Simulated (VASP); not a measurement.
# SiO2 (P6_422) in VASP: notebook

Runs on SiO2. Level: PBE. Tasks: single point.

All numbers are computed with VASP 6.6.1; they aren't measurements. Logs are shortened: lines on timing, memory, paths and dates and some standing lists are left out, and cuts for length are marked.

**1. The cell of the first run**

Symmetry: P6_422, No. 181, hexagonal system. The conventional cell has a = 5.182 Å, b = 5.182 Å, c = 5.753 Å, α = 90.00°, β = 90.00°, γ = 120.00°. Within 2.2 Å of Si (site symmetry 222) lie 4 O at 1.66 Å. Within 2.2 Å of O (site symmetry 2) lie 2 Si at 1.66 Å.

**2. Single point, PBE (strain +0.015 along x and y, +0.030 along z)**

File INCAR:

```
ALGO = Normal ; EDIFF = 1E-6
ENCUT = 520 ; GGA = PE
ISIF = 2 ; ISMEAR = 0
LASPH = T ; LCHARG = F
LREAL = F ; LWAVE = F
NBANDS = 34 ; NELM = 100
PREC = Accurate ; SIGMA = 0.05
```

File KPOINTS:

```
k-points
0
Gamma
  6 6 4
```

File POSCAR:

```
SiO2
1.0
    5.1819585999      0.0000000000      0.0000000000
   -2.5909793000      4.4877077888      0.0000000000
    0.0000000000      0.0000000000      5.7525981999
Si O
3 6
Direct
    0.0000000000      0.5000000000      0.3333333333
    0.5000000000      0.5000000000      0.6666666667
    0.5000000000      0.0000000000      0.0000000000
    0.5839605948      0.7919802974      0.8333333333
    0.7919802974      0.5839605948      0.5000000000
    0.7919802974      0.2080197026      0.1666666667
    0.4160394052      0.2080197026      0.8333333333
    0.2080197026      0.4160394052      0.5000000000
    0.2080197026      0.7919802974      0.1666666667
```

Potentials or basis: VASP PAW PBE potentials, release 64 (Si, O).

The run is started by

```console
$ cat potpaw_PBE.64/Si/POTCAR potpaw_PBE.64/O/POTCAR > POTCAR
$ mpirun -np 1 vasp_std > vasp.out
```

OUTCAR:

```text
EDIFF = 1E-6
   ENCUT = 520
   GGA = PE
   ISIF = 2
   ISMEAR = 0
   LASPH = T
   LREAL = F
   NELM = 100
   PREC = Accurate

 ion  position               nearest neighbor table
   1  0.000  0.500  0.333-   6 1.66   9 1.66   8 1.66   5 1.66
   2  0.500  0.500  0.667-   4 1.66   7 1.66   5 1.66   8 1.66
   3  0.500  0.000  0.000-   6 1.66   9 1.66   7 1.66   4 1.66
   4  0.584  0.792  0.833-   2 1.66   3 1.66
   5  0.792  0.584  0.500-   2 1.66   1 1.66
   6  0.792  0.208  0.167-   1 1.66   3 1.66
   7  0.416  0.208  0.833-   2 1.66   3 1.66
   8  0.208  0.416  0.500-   2 1.66   1 1.66
   9  0.208  0.792  0.167-   1 1.66   3 1.66

  LATTYP: Found a hexagonal cell.
 ALAT       =     5.1819585999
 C/A-ratio  =     1.1101204475

  Lattice vectors:

 A1 = (   5.1819585999,   0.0000000000,   0.0000000000)
 A2 = (  -2.5909793000,   4.4877077888,   0.0000000000)
 A3 = (   0.0000000000,   0.0000000000,   5.7525981999)

Analysis of symmetry for initial positions (statically):
=====================================================================
 Subroutine PRICEL returns:
 Original cell was already a primitive cell.

 Routine SETGRP: Setting up the symmetry group for a
 hexagonal supercell.

 Subroutine GETGRP returns: Found 12 space group operations
 (whereof  4 operations were pure point group operations)
 out of a pool of 24 trial point group operations.

The static configuration has the point symmetry D_2 .
 The point group associated with its full space group is D_6 .

Analysis of symmetry for dynamics (positions and initial velocities):
=====================================================================
 Subroutine PRICEL returns:
 Original cell was already a primitive cell.

 Routine SETGRP: Setting up the symmetry group for a
 hexagonal supercell.

 Subroutine GETGRP returns: Found 12 space group operations
 (whereof  4 operations were pure point group operations)
 out of a pool of 24 trial point group operations.

The dynamic configuration has the point symmetry D_2 .
 The point group associated with its full space group is D_6 .

 Subroutine INISYM returns: Found 12 space group operations
 (whereof  4 operations are pure point group operations),
[... 101 lines left out ...]
   LNONCOLLINEAR =      F non collinear calculations
   LSORBIT =      F    spin-orbit coupling
   LASPH  =      T    aspherical Exc in radial PAW
   ENCUT  =  520.0 eV  38.22 Ry    6.18 a.u.   9.64  9.64 10.70*2*pi/ulx,y,z
   NELM   =    100;   NELMIN=  2; NELMDL= -5     # of ELM steps
   EDIFF  = 0.1E-05   stopping-criterion for ELM
   LREAL  =      F    real-space projection
[... 7 lines left out ...]
   TEBEG  =    0.0;   TEEND  =   0.0 temperature during run
   PSTRESS=    0.0 pullay stress
   NELECT =      48.0000    total number of electrons
   NUPDOWN=      -1.0000    fix difference up-down
   EMIN   =  10.00;   EMAX   =-10.00  energy-range for DOS
   EFERMI =   0.00;   METHOD = LEGACY
   ISMEAR =     0;   SIGMA  =   0.05  broadening in eV -4-tet -1-fermi 0-gaus
   EFERMI_NEDOS =   21; number of points for ismear=-14 and -15
   IALGO  =     38    algorithm
   IMIX   =      4    mixing-type and parameters
     AMIX     =   0.40;   BMIX     =  1.00
     AMIX_MAG =   1.60;   BMIX_MAG =  1.00
  volume/ion in A,a.u.               =      14.86       100.31
  Fermi-wavevector in a.u.,A,eV,Ry     =   1.163307  2.198332 18.412540  1.353283
  Thomas-Fermi vector in A             =   2.299858
   LORBIT       =      0    0 simple, 1 ext, 2 COOP (PROOUT), +10 PAW based schemes
   GGA     = PE    functional components
   LHFCALC =     F    Hartree Fock is set to
   AEXX    =    0.0000 exact exchange contribution
   IVDW    =     0    specifies the selected vdW correction
   LEPSILON=     F    determine dielectric tensor
   LRPA    =     F    only Hartree local field effects (RPA)
 non-spin polarized calculation
 Gauss-broadening in eV      SIGMA  =   0.05
  energy-cutoff  :      520.00
  volume of cell :      133.78
 maximum number of plane-waves:      3633
 NGX is ok and might be reduce to    40
   NGX = 19   NGY = 19   NGZ = 21

 number of electron      48.0000020 magnetization

 Free energy of the ion-electron system (eV)
  ---------------------------------------------------
  ext. energy  EPLUGINS =         0.00000000
  ---------------------------------------------------
  free energy    TOTEN  =       -70.90235525 eV

  energy without entropy =      -70.90235525  energy(sigma->0) =      -70.90235525

 E-fermi :   0.2433     XC(G=0):  -8.3778

 val. band max:       -0.0416478047   @ k =   0.0000   0.0000   0.5000
 cond. band min:       5.0420862757   @ k =   0.0000   0.0000   0.0000
 fundamental gap:      5.0837340804
 Fermi energy:         0.2433323508

 k-point     1 :       0.0000    0.0000    0.0000
  band No.  band energies     occupation
      1     -19.0374      2.00000
      2     -17.7457      2.00000
      3     -17.7457      2.00000
      4     -17.1796      2.00000
      5     -17.1543      2.00000
      6     -17.1543      2.00000
[... 766 lines left out ...]
     33      11.0352      0.00000
     34      11.1271      0.00000

------------------------ aborting loop because EDIFF is reached ----------------------------------------

  FORCE on cell =-STRESS in cart. coord.  units (eV):
  Direction    XX          YY          ZZ          XY          YZ          ZX
  --------------------------------------------------------------------------------------
  -------------------------------------------------------------------------------------
  Total       -7.2770146     -7.2770146     -8.2866127      0.0000000      0.0000000      0.0000000
  in kB      -87.1527862    -87.1527862    -99.2441855      0.0000000      0.0000000      0.0000000
  external PRESSURE =     -91.1832526 kB  Pullay stress =       0.0000000 kB

 VOLUME and BASIS-vectors are now :
 -----------------------------------------------------------------------------
  energy-cutoff  :      520.00
  volume of cell :      133.78
      direct lattice vectors                 reciprocal lattice vectors
     5.181958600  0.000000000  0.000000000     0.192977227  0.111415454  0.000000000
    -2.590979300  4.487707789  0.000000000     0.000000000  0.222830908  0.000000000
     0.000000000  0.000000000  5.752598200     0.000000000  0.000000000  0.173834494

 POSITION                                       TOTAL-FORCE (eV/Angst)
 -----------------------------------------------------------------------------------
     -1.29549      2.24385      1.91753        -0.000000      0.000000     -0.000000
      1.29549      2.24385      3.83507        -0.000000      0.000000     -0.000000
      2.59098      0.00000      0.00000        -0.000000      0.000000     -0.000000
      0.97406      3.55418      4.79383        -0.336370     -0.194203     -0.000000
      2.59098      2.62064      2.87630         0.000000     -0.388407      0.000000
      3.56503      0.93353      0.95877        -0.336370      0.194203      0.000000
      1.61692      0.93353      4.79383         0.336370      0.194203      0.000000
     -0.00000      1.86706      2.87630        -0.000000      0.388407     -0.000000
     -0.97406      3.55418      0.95877         0.336370     -0.194203      0.000000
 -----------------------------------------------------------------------------------
    total drift:                                0.000000     -0.000000      0.000001

  FREE ENERGIE OF THE ION-ELECTRON SYSTEM (eV)
  ---------------------------------------------------
  free  energy   TOTEN  =       -70.9023552490 eV

  energy  without entropy=      -70.9023552490  energy(sigma->0) =      -70.90235525
```

Wall time 72 s (1 thread of Intel Xeon Platinum 8375C at 2.90GHz (Ice Lake), shared host); peak memory 0.27 GiB.

What came out:

```yaml
Free_energy: -70.9024 eV
Pressure: -9.1 GPa
Largest_force: 0.388 eV/Å
Band_gap_on_the_k_mesh: 5.08 eV (least direct gap 5.23 eV)
```

Forces on the atoms (eV/Å):
```
Si   0.000  0.000  0.000
Si   0.000  0.000  0.000
Si   0.000  0.000  0.000
O   -0.336 -0.194  0.000
O    0.000 -0.388  0.000
O   -0.336  0.194  0.000
O    0.336  0.194  0.000
O    0.000  0.388  0.000
O    0.336 -0.194  0.000
```

Stress tensor (GPa, compression positive):
```
-8.72  0.00  0.00
 0.00 -8.72  0.00
 0.00  0.00 -9.92
```

Caveat: the cell differs from its parent crystal (strain +0.015 along x and y, +0.030 along z); the cell stands under tension. A k mesh can miss the band edges.

**3. Single point, PBE**

File INCAR:

```
ALGO     = Normal         # electronic algorithm
EDIFF    = 1E-6           # SCF threshold, eV
ENCUT    = 520            # plane-wave cutoff, eV
GGA      = PE             # functional
ISIF     = 2              # what is computed and relaxed
ISMEAR   = -4             # smearing method
LASPH    = T              # aspherical terms in the spheres
LCHARG   = F              # write CHGCAR
LREAL    = F              # projectors in reciprocal space
LWAVE    = F              # write WAVECAR
NBANDS   = 34             # bands
NELM     = 100            # most SCF steps
PREC     = Accurate       # precision mode
SIGMA    = 0.05           # smearing width, eV
```

KPOINTS is that of step 2.

POSCAR is that of step 2.

Potentials or basis: VASP PAW PBE potentials, release 64 (Si, O).

The run is started by

```console
$ cat potpaw_PBE.64/Si/POTCAR potpaw_PBE.64/O/POTCAR > POTCAR
$ mpirun -np 1 vasp_std > vasp.out
```

OUTCAR:

```text
EDIFF = 1E-6
   ENCUT = 520
   GGA = PE
   ISIF = 2
   ISMEAR = -4
   LASPH = T
   LREAL = F
   NELM = 100
   PREC = Accurate

 ion  position               nearest neighbor table
   1  0.000  0.500  0.333-   6 1.66   9 1.66   8 1.66   5 1.66
   2  0.500  0.500  0.667-   4 1.66   7 1.66   5 1.66   8 1.66
   3  0.500  0.000  0.000-   6 1.66   9 1.66   7 1.66   4 1.66
   4  0.584  0.792  0.833-   2 1.66   3 1.66
   5  0.792  0.584  0.500-   2 1.66   1 1.66
[... 994 lines left out ...]
  Total       -7.2770146     -7.2770146     -8.2866127      0.0000000      0.0000000     -0.0000000
  in kB      -87.1527862    -87.1527862    -99.2441855      0.0000000      0.0000000     -0.0000000
  external PRESSURE =     -91.1832527 kB  Pullay stress =       0.0000000 kB

 VOLUME and BASIS-vectors are now :
 -----------------------------------------------------------------------------
  energy-cutoff  :      520.00
  volume of cell :      133.78
      direct lattice vectors                 reciprocal lattice vectors
     5.181958600  0.000000000  0.000000000     0.192977227  0.111415454  0.000000000
    -2.590979300  4.487707789  0.000000000     0.000000000  0.222830908  0.000000000
     0.000000000  0.000000000  5.752598200     0.000000000  0.000000000  0.173834494

 POSITION                                       TOTAL-FORCE (eV/Angst)
 -----------------------------------------------------------------------------------
     -1.29549      2.24385      1.91753         0.000000     -0.000000      0.000000
      1.29549      2.24385      3.83507         0.000000     -0.000000      0.000000
      2.59098      0.00000      0.00000         0.000000     -0.000000     -0.000000
      0.97406      3.55418      4.79383        -0.336370     -0.194203      0.000000
      2.59098      2.62064      2.87630         0.000000     -0.388407      0.000000
      3.56503      0.93353      0.95877        -0.336370      0.194203     -0.000000
      1.61692      0.93353      4.79383         0.336370      0.194203      0.000000
     -0.00000      1.86706      2.87630        -0.000000      0.388407      0.000000
     -0.97406      3.55418      0.95877         0.336370     -0.194203     -0.000000
 -----------------------------------------------------------------------------------
    total drift:                                0.000000     -0.000000      0.000001

  FREE ENERGIE OF THE ION-ELECTRON SYSTEM (eV)
  ---------------------------------------------------
  free  energy   TOTEN  =       -70.9023552490 eV

  energy  without entropy=      -70.9023552490  energy(sigma->0) =      -70.90235525
```

Wall time 70 s (1 thread of Intel Xeon Platinum 8375C at 2.90GHz (Ice Lake), shared host); peak memory 0.28 GiB.

What came out:

- Free energy: -70.9024 eV
- Pressure: -9.1 GPa
- Largest force: 0.388 eV/Å
- Band gap on the k mesh: 5.08 eV (least direct gap 5.23 eV)

Forces in eV/Å, atoms in the order of the input:
```
Si   0.000  0.000  0.000
Si   0.000  0.000  0.000
Si   0.000  0.000  0.000
O   -0.336 -0.194  0.000
O    0.000 -0.388  0.000
O   -0.336  0.194  0.000
O    0.336  0.194  0.000
O    0.000  0.388  0.000
O    0.336 -0.194  0.000
```

Stress tensor (GPa, compression positive):
```
-8.72  0.00  0.00
 0.00 -8.72  0.00
 0.00  0.00 -9.92
```

Caveat: the cell stands under tension. A k mesh can miss the band edges.

[end of part 1 of 2]
